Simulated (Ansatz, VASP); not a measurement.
## Si2C in VASP and in Ansatz

```
CELL_PARAMETERS angstrom
3.10957 0.00000 0.00000
-1.55478 2.69296 0.00000
0.00000 0.00000 9.84138
ATOMIC_POSITIONS crystal
Si 0.33333 0.66667 0.38722
Si 0.33333 0.66667 0.82452
Si 0.66667 0.33333 0.17548
Si 0.66667 0.33333 0.61278
C 0.33333 0.66667 0.15527
C 0.66667 0.33333 0.84473
```

Alike in both runs: functional PBE; k mesh 12 × 12 × 4; occupations gaussian, width 0.1 eV; no spin polarisation.

Ansatz relaxed the structure, and its values are those at the end. VASP's run is a single point on that final structure, the one shown.

|  | VASP | Ansatz |
| --- | --- | --- |
| version | VASP 6.6.1 | Ansatz 0.2.0 |
| potentials or method | VASP PAW PBE potentials, release 64 (Si, C), cutoff 520 eV | scalar-relativistic, plane waves, PAW |
| valence electrons in the cell | 24 | 24 |

```csv
,VASP,Ansatz,Ansatz less VASP
gap on the k mesh at the Fermi level (eV),none,none,-
pressure (GPa),-0.1,0.0,+0.07
rms of the force components (eV/Å),0.004,0.002,-0.0020
```

A gap of «none» marks a metal or a gap that the smearing closes.
